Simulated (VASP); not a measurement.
TaC2: single point with PBE

TaC2:

```xyz
3
Lattice="3.2239 0.0000 0.0000 -1.6120 2.7920 0.0000 0.0000 0.0000 5.4707" Properties=species:S:1:pos:R:3 pbc="T T T"
Ta    0.0000    0.0000    0.0000
C     0.0000    1.8613    1.0727
C     1.6120    0.9307    4.3980
```

* Program: VASP 6.6.1
* Task: single point
* Functional: PBE
* Potentials or basis: VASP PAW PBE potentials, release 64 (Ta_pv, C)
* Cutoff: 520 eV
* k mesh: 6 × 6 × 4
* Occupations: gaussian, width 0.1 eV
* Spin: no spin polarisation

```json
{
  "Pressure": "0.5 GPa",
  "Largest force": "0.063 eV/Å"
}
```

Forces in eV/Å, atoms in the order of the input:
```
Ta   0.000  0.000  0.000
C    0.000  0.000  0.063
C    0.000  0.000 -0.063
```

Stress tensor (GPa, compression positive):
```
0.47 0.00 0.00
0.00 0.47 0.00
0.00 0.00 0.59
```

Levels at points of the mesh, in eV from the Fermi level:
| k point | band 6 | band 7 | band 8 | band 9 | band 10 | band 11 | band 12 | band 13 |
| --- | --- | --- | --- | --- | --- | --- | --- | --- |
| (0.00, 0.00, 0.00) | -3.64 | -3.27 | -3.27 | 1.45 | 2.01 | 2.01 | 2.51 | 2.51 |
| (0.50, 0.00, 0.00) | -4.60 | -2.12 | -1.24 | -1.12 | 0.55 | 0.58 | 3.44 | 4.49 |
| (0.00, 0.00, 0.50) | -3.26 | -3.26 | -2.82 | 0.27 | 1.98 | 1.98 | 2.50 | 2.50 |
| (0.50, 0.00, 0.50) | -4.70 | -2.16 | -1.49 | -1.00 | 0.66 | 1.23 | 3.12 | 4.48 |

Wall time 7.8 s on 1 thread of Intel(R) Xeon(R) 6975P-C (Granite Rapids), with other jobs on the host, peak memory 0.16 GiB.

Caveat: the k points lie up to 0.38 Å⁻¹ apart; spin-orbit coupling is left out, which moves the levels of the heavy elements.
